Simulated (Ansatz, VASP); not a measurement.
One calculation of TiAl, two programs

```
CELL_PARAMETERS angstrom
2.86726 0.00000 0.00000
-1.43363 2.48312 0.00000
0.00000 0.00000 4.67808
ATOMIC_POSITIONS crystal
Ti 0.23340 0.17086 0.00000
Al 0.33333 0.66667 0.50000
```

Alike in both runs: task single point; functional PBEsol; k mesh 18 × 18 × 10; occupations gaussian, width 0.15 eV; no spin polarisation.

|  | VASP | Ansatz |
| --- | --- | --- |
| version | VASP 6.6.1 | Ansatz 0.2.0 |
| potentials or method | VASP PAW PBE potentials, release 64 (Ti_sv, Al), cutoff 520 eV | scalar-relativistic, plane waves, PAW |
| valence electrons in the cell | 15 | 15 |

```csv
,VASP,Ansatz,Ansatz less VASP
gap on the k mesh at the Fermi level (eV),none,none,-
pressure (GPa),-1.1,-1.0,+0.06
"traceless stress, the component that is largest in VASP (GPa)",-6.01,-6.00,+0.006
rms of the force components (eV/Å),0.397,0.397,+0.0005
```

VASP's potentials were made for PBE, not for PBEsol. Atom by atom the forces differ by 0.000 eV/Å (rms over components). A gap of «none» marks a metal or a gap that the smearing closes. With one functional, cell and mesh, what is left measures potentials, basis and numerics.
